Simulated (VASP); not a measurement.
A run of VASP 6.6.1:

The input INCAR:

```
SYSTEM = BaTiO3
  PREC = Accurate
  ENCUT = 520
  EDIFF = 1E-6
  ISMEAR = -1
  SIGMA = 0.05
  LREAL = .FALSE.
  LASPH = .TRUE.
  NELM = 100
  ALGO = Normal
  ISIF = 2
  LWAVE = .FALSE.
  LCHARG = .TRUE.
  GGA = PS
  LELF = .TRUE.
  LVHAR = .TRUE.
  NBANDS = 28
```

KPOINTS

```
regular mesh
0
G
  7 7 7
  0 0 0
```

File POSCAR:

```
BaTiO3
1.0
    4.0060000000      0.0000000000      0.0000000000
    0.0000000000      4.0060000000      0.0000000000
    0.0000000000      0.0000000000      4.0060000000
Ba Ti O
1 1 3
Direct
    0.5000000000      0.5000000000      0.5000000000
    0.0000000000      0.0000000000      0.0000000000
    0.0000000000      0.0000000000      0.5000000000
    0.0000000000      0.5000000000      0.0000000000
    0.5000000000      0.0000000000      0.0000000000
```

Potentials or basis: VASP PAW PBE potentials, release 64 (Ba_sv, Ti_sv, O).

Run with:

```sh
$ cat potpaw_PBE.64/Ba_sv/POTCAR potpaw_PBE.64/Ti_sv/POTCAR potpaw_PBE.64/O/POTCAR > POTCAR
$ mpirun -np 1 vasp_std > vasp.out
```

Hardware: 1 thread of Intel(R) Xeon(R) 6975P-C (Granite Rapids), with other jobs on the host.

Q: Estimate the wall time of this run.

A: It took 19 s on 1 thread of Intel(R) Xeon(R) 6975P-C (Granite Rapids) (shared host), peak memory 0.19 GiB. Counts: scf iterations 16, k points 20.
